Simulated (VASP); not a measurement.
# Li5Be in VASP: notebook

The runs below take Li5Be through single point, with PBE.

All numbers are computed with VASP 6.6.1; they aren't measurements. Logs are shortened: lines on timing, memory, paths and dates and some standing lists are left out, and cuts for length are marked.

## 1. The cell of the first run

The cell holds a slab with vacuum, 6 atoms: a = 4.852 Å, b = 4.852 Å, c = 24.952 Å, α = 90.00°, β = 90.00°, γ = 120.00°.

## 2. Single point, PBE

Input file INCAR:

```
SYSTEM = Li5Be
ALGO = Normal
DIPOL = 0.5 0.5 0.500
EDIFF = 1E-7
ENCUT = 520
GGA = PE
IDIPOL = 3
ISIF = 2
ISMEAR = -1
LASPH = .TRUE.
LCHARG = .FALSE.
LDIPOL = .TRUE.
LREAL = .FALSE.
LWAVE = .FALSE.
NBANDS = 18
NELM = 80
PREC = Accurate
SIGMA = 0.08
```

Input file KPOINTS:

```
k-points
0
G
  9 9 1
  0 0 0
```

Input file POSCAR:

```
Li5Be
1.0
    4.8518899234      0.0000000000      0.0000000000
   -2.4259449617      4.2018599300      0.0000000000
    0.0000000000      0.0000000000     24.9519000000
Be Li
1 5
Direct
    0.1666666667      0.3333333333      0.4021053712
    0.5000000000      1.0000000000      0.4444409468
    0.8333333333      0.6666666667      0.4786493434
    0.1666666667      0.3333333333      0.5213506650
    0.5000000000      1.0000000000      0.5555590567
    0.8333333333      0.6666666667      0.5978946165
```

Potentials or basis: VASP PAW PBE potentials, release 64 (Be, Li_sv).

Run with:

```sh
> cat potpaw_PBE.64/Be/POTCAR potpaw_PBE.64/Li_sv/POTCAR > POTCAR
> mpirun -np 1 vasp_std > vasp.out
```

OUTCAR:

```text
SYSTEM = Li5Be
   EDIFF = 1E-7
   ENCUT = 520
   GGA = PE
   ISIF = 2
   ISMEAR = -1
   LASPH = .TRUE.
   LREAL = .FALSE.
   NELM = 80
   PREC = Accurate

 ion  position               nearest neighbor table
   1  0.167  0.333  0.402-
   2  0.500  0.000  0.444-
   3  0.833  0.667  0.479-
   4  0.167  0.333  0.521-
   5  0.500  0.000  0.556-
   6  0.833  0.667  0.598-

  LATTYP: Found a hexagonal cell.
 ALAT       =     4.8518899234
 C/A-ratio  =     5.1427176614

  Lattice vectors:

 A1 = (   4.8518899234,   0.0000000000,   0.0000000000)
 A2 = (  -2.4259449617,   4.2018599300,   0.0000000000)
 A3 = (   0.0000000000,   0.0000000000,  24.9519000000)

Analysis of symmetry for initial positions (statically):
=====================================================================
 Subroutine PRICEL returns:
 Original cell was already a primitive cell.

 Routine SETGRP: Setting up the symmetry group for a
 hexagonal supercell.

 Subroutine GETGRP returns: Found  6 space group operations
 (whereof  2 operations were pure point group operations)
 out of a pool of 24 trial point group operations.

The static configuration has the point symmetry C_1h.
 The point group associated with its full space group is C_3v.

Analysis of symmetry for dynamics (positions and initial velocities):
=====================================================================
 Subroutine PRICEL returns:
 Original cell was already a primitive cell.

 Routine SETGRP: Setting up the symmetry group for a
 hexagonal supercell.

 Subroutine GETGRP returns: Found  6 space group operations
 (whereof  2 operations were pure point group operations)
 out of a pool of 24 trial point group operations.

The dynamic configuration has the point symmetry C_1h.
 The point group associated with its full space group is C_3v.

 Subroutine INISYM returns: Found  6 space group operations
 (whereof  2 operations are pure point group operations),
 and found     1 'primitive' translations

----------------------------------------------------------------------------------------

                                     Primitive cell

  volume of cell :     508.6934

  direct lattice vectors                    reciprocal lattice vectors
     4.851889923  0.000000000  0.000000000     0.206105253  0.118994923  0.000000000
    -2.425944962  4.201859930  0.000000000     0.000000000  0.237989847  0.000000000
     0.000000000  0.000000000 24.951900000     0.000000000  0.000000000  0.040077108

  length of vectors
     4.851889923  4.851889923 24.951900000     0.237989847  0.237989847  0.040077108

  position of ions in fractional coordinates (direct lattice)
     0.166666667  0.333333333  0.402105371
     0.500000000  0.000000000  0.444440947
     0.833333333  0.666666667  0.478649343
     0.166666667  0.333333333  0.521350665
     0.500000000  0.000000000  0.555559057
     0.833333333  0.666666667  0.597894616

  ion indices of the primitive-cell ions
   primitive index   ion index
                 1           1
                 2           2
                 3           3
                 4           4
                 5           5
                 6           6

----------------------------------------------------------------------------------------

 KPOINTS: k-points

Automatic generation of k-mesh.
 Grid dimensions read from file:
 generate k-points for:    9    9    1

 Generating k-lattice:

  Cartesian coordinates                     Fractional coordinates (reciprocal lattice)
     0.022900584  0.013221658  0.000000000     0.111111111  0.000000000  0.000000000
     0.000000000  0.026443316  0.000000000     0.000000000  0.111111111  0.000000000
     0.000000000  0.000000000  0.040077108     0.000000000  0.000000000  1.000000000

  Length of vectors
     0.026443316  0.026443316  0.040077108

  Shift w.r.t. Gamma in fractional coordinates (k-lattice)
     0.000000000  0.000000000  0.000000000

 Subroutine IBZKPT returns following result:
 ===========================================

 Found     12 irreducible k-points:

 Following reciprocal coordinates:
            Coordinates               Weight
  0.000000  0.000000  0.000000      1.000000
  0.111111 -0.000000  0.000000      6.000000
  0.222222 -0.000000  0.000000      6.000000
  0.333333 -0.000000  0.000000      6.000000
  0.444444 -0.000000  0.000000      6.000000
  0.111111  0.111111  0.000000      6.000000
  0.222222  0.111111  0.000000     12.000000
  0.333333  0.111111  0.000000     12.000000
  0.444444  0.111111  0.000000      6.000000
  0.222222  0.222222  0.000000      6.000000
  0.333333  0.222222  0.000000     12.000000
  0.333333  0.333333  0.000000      2.000000
   k-points           NKPTS =     12   k-points in BZ     NKDIM =     12   number of bands    NBANDS=     18
   number of dos      NEDOS =    301   number of ions     NIONS =      6
   total plane-waves  NPLWV = 248832
   dimension x,y,z NGX =    36 NGY =   36 NGZ =  192
   dimension x,y,z NGXF=    72 NGYF=   72 NGZF=  384
   ions per type =               1   5
   NGX,Y,Z   is equivalent  to a cutoff of  12.34, 12.34, 12.79 a.u.
   NGXF,Y,Z  is equivalent  to a cutoff of  24.67, 24.67, 25.58 a.u.
 SYSTEM =  Li5Be
   PREC   = accura    normal or accurate (medium, high low for compatibility)
   ISTART =      0    job   : 0-new  1-cont  2-samecut
   ICHARG =      2    charge: 1-file 2-atom 10-const
   ISPIN  =      1    spin polarized calculation?
   LNONCOLLINEAR =      F non collinear calculations
   LSORBIT =      F    spin-orbit coupling
   LASPH  =      T    aspherical Exc in radial PAW
   ENCUT  =  520.0 eV  38.22 Ry    6.18 a.u.   9.02  9.02 46.39*2*pi/ulx,y,z
   NELM   =     80;   NELMIN=  2; NELMDL= -5     # of ELM steps
   EDIFF  = 0.1E-06   stopping-criterion for ELM
   LREAL  =      F    real-space projection
   EDIFFG = 0.1E-05   stopping-criterion for IOM
   NSW    =      0    number of steps for IOM
   IBRION =     -1    ionic relax: 0-MD 1-quasi-New 2-CG
   NFREE  =      0    steps in history (QN), initial steepest desc. (CG)
   ISIF   =      2    stress and relaxation
   ISYM   =      2    0-nonsym 1-usesym 2-fastsym
   POTIM  = 0.5000    time-step for ionic-motion
   TEBEG  =    0.0;   TEEND  =   0.0 temperature during run
   PSTRESS=    0.0 pullay stress
   NELECT =      17.0000    total number of electrons
   NUPDOWN=      -1.0000    fix difference up-down
   EMIN   =  10.00;   EMAX   =-10.00  energy-range for DOS
   EFERMI =   0.00;   METHOD = LEGACY
   ISMEAR =    -1;   SIGMA  =   0.08  broadening in eV -4-tet -1-fermi 0-gaus
   EFERMI_NEDOS =   21; number of points for ismear=-14 and -15
   IALGO  =     38    algorithm
   IMIX   =      4    mixing-type and parameters
     AMIX     =   0.40;   BMIX     =  1.00
     AMIX_MAG =   1.60;   BMIX_MAG =  1.00
  volume/ion in A,a.u.               =      84.78       572.14
  Fermi-wavevector in a.u.,A,eV,Ry     =   0.527318  0.996486  3.783291  0.278064
  Thomas-Fermi vector in A             =   1.548425
   LORBIT       =      0    0 simple, 1 ext, 2 COOP (PROOUT), +10 PAW based schemes
   GGA     = PE    functional components
   LHFCALC =     F    Hartree Fock is set to
   AEXX    =    0.0000 exact exchange contribution
   IVDW    =     0    specifies the selected vdW correction
   LEPSILON=     F    determine dielectric tensor
   LRPA    =     F    only Hartree local field effects (RPA)
 non-spin polarized calculation
  energy-cutoff  :      520.00
  volume of cell :      508.69
 maximum number of plane-waves:     13745
   NGX = 19   NGY = 19   NGZ = 93

 dipolmoment           0.000000      0.000000      0.075823 electrons x Angstroem

 number of electron      17.0000034 magnetization

 dipolmoment           0.000000      0.000000     -0.101313 electrons x Angstroem

 Free energy of the ion-electron system (eV)
  ---------------------------------------------------
  ext. energy  EPLUGINS =         0.00000000
  ---------------------------------------------------
  free energy    TOTEN  =        -9.65265950 eV

  energy without entropy =       -9.57659453  energy(sigma->0) =       -9.61462702

 E-fermi :  -2.4198     XC(G=0):  -2.4548

 val. band max:       -2.5369246959   @ k =   0.4444  -0.0000   0.0000
 cond. band min:      -2.3672498741   @ k =   0.2222   0.1111   0.0000
 fundamental gap:      0.1696748218
 Fermi energy:        -2.4197753558

 k-point     1 :       0.0000    0.0000    0.0000
  band No.  band energies     occupation
      1     -50.0458      2.00000
      2     -49.2758      2.00000
      3     -49.1530      2.00000
      4     -49.0891      2.00000
      5     -48.9828      2.00000
      6      -6.2031      2.00000
[... 10 lines left out ...]
     17       1.2786      0.00000
     18       1.3641      0.00000

 k-point     2 :       0.1111   -0.0000    0.0000
  band No.  band energies     occupation
      1     -50.0458      2.00000
      2     -49.2758      2.00000
      3     -49.1529      2.00000
      4     -49.0891      2.00000
      5     -48.9828      2.00000
      6      -6.1299      2.00000
[... 10 lines left out ...]
     17       1.4677      0.00000
     18       1.5855      0.00000

 k-point     3 :       0.2222   -0.0000    0.0000
  band No.  band energies     occupation
      1     -50.0458      2.00000
      2     -49.2758      2.00000
      3     -49.1527      2.00000
      4     -49.0893      2.00000
      5     -48.9830      2.00000
      6      -5.9146      2.00000
[... 160 lines left out ...]
 k-point    11 :       0.3333    0.2222    0.0000
  band No.  band energies     occupation
      1     -50.0457      2.00000
      2     -49.2757      2.00000
      3     -49.1522      2.00000
      4     -49.0896      2.00000
      5     -48.9832      2.00000
      6      -5.0742      2.00000
[... 10 lines left out ...]
     17       2.2823      0.00000
     18       2.7129      0.00000

 k-point    12 :       0.3333    0.3333    0.0000
  band No.  band energies     occupation
      1     -50.0457      2.00000
      2     -49.2757      2.00000
      3     -49.1522      2.00000
      4     -49.0896      2.00000
      5     -48.9833      2.00000
      6      -4.9430      2.00000
[... 10 lines left out ...]
     17       2.5272      0.00000
     18       2.8400      0.00000

------------------------ aborting loop because EDIFF is reached ----------------------------------------

 vacuum level on the upper side and lower side of the slab       (xc-potential included)        -0.499         0.375

  FORCE on cell =-STRESS in cart. coord.  units (eV):
  Direction    XX          YY          ZZ          XY          YZ          ZX
  --------------------------------------------------------------------------------------
  -------------------------------------------------------------------------------------
  Total       -1.7624425     -1.7624425     -1.5779275     -0.0000000     -0.0000000      0.0000000
  in kB       -5.5509766     -5.5509766     -4.9698295     -0.0000000     -0.0000000      0.0000000
  external PRESSURE =      -5.3572609 kB  Pullay stress =       0.0000000 kB

 VOLUME and BASIS-vectors are now :
 -----------------------------------------------------------------------------
  energy-cutoff  :      520.00
  volume of cell :      508.69
      direct lattice vectors                 reciprocal lattice vectors
     4.851889923  0.000000000  0.000000000     0.206105253  0.118994923  0.000000000
    -2.425944962  4.201859930  0.000000000     0.000000000  0.237989847  0.000000000
     0.000000000  0.000000000 24.951900000     0.000000000  0.000000000  0.040077108

 POSITION                                       TOTAL-FORCE (eV/Angst)
 -----------------------------------------------------------------------------------
      0.00000      1.40062     10.03329        -0.000000     -0.000000      0.930311
      2.42594      0.00000     11.08965        -0.000000      0.000000     -0.495230
      2.42594      2.80124     11.94321        -0.000000      0.000000     -0.265768
      0.00000      1.40062     13.00869         0.000000      0.000000     -0.206467
      2.42594      0.00000     13.86225        -0.000000      0.000000      0.040009
      2.42594      2.80124     14.91861         0.000000     -0.000000     -0.002855
 -----------------------------------------------------------------------------------
    total drift:                                0.000000     -0.000000      0.000098

  FREE ENERGIE OF THE ION-ELECTRON SYSTEM (eV)
  ---------------------------------------------------
  free  energy   TOTEN  =        -9.6526594997 eV

  energy  without entropy=       -9.5765945334  energy(sigma->0) =       -9.61462702

 vacuum level on the upper side and lower side of the slab         0.609         1.504
```

Wall time 6.1 min (1 thread of Intel Xeon 8259CL, shared host); peak memory 0.59 GiB.

Results:

| Property | Result |
| --- | --- |
| Free energy | -9.6527 eV |
| Largest force | 0.930 eV/Å |
| Band gap on the k mesh | zero (an odd number of electrons rules out a gap without spin polarisation) |

Forces on the atoms (eV/Å):
```
Be   0.000  0.000  0.930
Li   0.000  0.000 -0.495
Li   0.000  0.000 -0.266
Li   0.000  0.000 -0.206
Li   0.000  0.000  0.040
Li   0.000  0.000 -0.003
```

Levels at points of the mesh, in eV from the Fermi level:
```
           k point  band 4  band 5  band 6  band 7  band 8  band 9  band 10  band 11  band 12  band 13
(0.00, 0.00, 0.00)  -46.67  -46.56   -3.78   -2.39   -0.57    1.07     1.90     1.90     2.65     2.77
```

Caveat: the cutoff is under 1.25 times the usual one of these potentials, so pressure, stress and relaxed cells hold a basis-set (Pulay) error.

[end of part 1 of 2]

The gap in the log of VASP goes by the Fermi energy; the results here count the filled bands.